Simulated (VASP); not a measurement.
Here is a VASP 6.6.1 calculation.

File INCAR:

```
  ALGO = Normal
  EDIFF = 1E-6
  ENCUT = 520
  GGA = PE
  ISIF = 2
  ISMEAR = 0
  LASPH = T
  LCHARG = F
  LREAL = F
  LWAVE = F
  NBANDS = 19
  NELM = 60
  PREC = Accurate
  SIGMA = 0.05
```

KPOINTS

```
k-points
0
Gamma
  6 6 6
```

File POSCAR:

```
SrCl2
1.0
    0.0000000000      3.4855000000      3.4855000000
    3.4855000000      0.0000000000      3.4855000000
    3.4855000000      3.4855000000      0.0000000000
Sr Cl
1 2
Direct
    0.0000000000      0.0000000000      0.0000000000
    0.2322487897      0.2677512103      0.2500000000
    0.7322487897      0.7677512103      0.7500000000
```

Potentials or basis: VASP PAW PBE potentials, release 64 (Sr_sv, Cl).

The run is started by

```sh
$ cat potpaw_PBE.64/Sr_sv/POTCAR potpaw_PBE.64/Cl/POTCAR > POTCAR
$ mpirun -np 1 vasp_std > vasp.out
```

(1) What does it give for the pressure?

(2) Predict the largest force.

(3) What does it give for the band gap on the k mesh?

Answers

(1) 1.3 GPa.

(2) 0.246 eV/Å.

(3) 5.34 eV (least direct gap 5.50 eV).

Caveat: the cell differs from its parent crystal (all Cl atoms moved +0.087 Å, as atom 2 along Cartesian [1 -1 0]).
